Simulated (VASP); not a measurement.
Runs of VASP 6.6.1 on SnSe. The structure is that of space group Fm-3m (No. 225), or close to it. The cells are those of the table. 

```tsv
task	cell	cutoff (eV)	gap on the mesh (eV)	pressure (GPa)
single point	a = 3.927 Å, angles 60.0°, 2 atoms	520	0.47	18.1
relaxation of cell and atoms	relaxed to 6 GPa from a = 4.204 Å, angles 60.0°, 2 atoms	600	0.66	6.0
single point	a = 4.082 Å, angles 60.0°, 2 atoms	520	0.66	(a)
relaxation of cell and atoms	relaxed to 18 GPa from a = 4.066 Å, angles 60.0°, 2 atoms	600	0.47	18.0
relaxation of cell and atoms	relaxed from a = 4.204 Å, angles 60.0°, 2 atoms	600	0.75	0.0
relaxation of cell and atoms	relaxed to 7 GPa from a = 4.204 Å, angles 60.0°, 2 atoms	500	0.64	7.0
```

Alike in all rows: level PBEsol; potentials or basis VASP PAW PBE potentials, release 64 (Sn_d, Se); no spin polarisation; k mesh 8 × 8 × 8; smearing gaussian 0.01 eV.

Fill in the values left out.

(a) 6.1.

Caveats: the PAW data sets were made with another functional, which shifts forces and pressure a little; spin-orbit coupling is left out, which moves the levels of the heavy elements; the cell is relaxed towards a set pressure, so the enthalpy falls and the energy may rise (some runs).

A k mesh can miss the band edges, and the runs leave out spin-orbit coupling on Se, Sn.
